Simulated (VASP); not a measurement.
A run of VASP 6.6.1 is set up as follows.

The input INCAR:

```
ALGO     = Fast           # electronic algorithm
EDIFF    = 1E-7           # SCF threshold, eV
ENCUT    = 520            # plane-wave cutoff, eV
GGA      = PE             # functional
ISIF     = 2              # what is computed and relaxed
ISMEAR   = -1             # smearing method
LASPH    = T              # aspherical terms in the spheres
LCHARG   = F              # write CHGCAR
LREAL    = F              # projectors in reciprocal space
LWAVE    = F              # write WAVECAR
NBANDS   = 10             # bands
NELM     = 80             # most SCF steps
PREC     = Accurate       # precision mode
SIGMA    = 0.05           # smearing width, eV
```

The input KPOINTS:

```
k-points
0
Gamma
  9 9 9
```

Contents of POSCAR:

```
Na
1.0
   -2.0576110000      2.1435560000      2.1993280000
    2.1081360000     -2.0830750000      2.1893720000
    2.0920000000      2.1174640000     -2.1388470000
Na
1
Direct
   -0.0012990000     -0.0002080000     -0.0053070000
```

Potentials or basis: VASP PAW PBE potentials, release 64 (Na_pv).

Launch:

```bash
$ cat potpaw_PBE.64/Na_pv/POTCAR > POTCAR
$ mpirun -np 1 vasp_std > vasp.out
```

(1) Estimate the pressure.

Answers

(1) -0.4 GPa.

Caveat: the cell differs from its parent crystal (the cell strained at random).
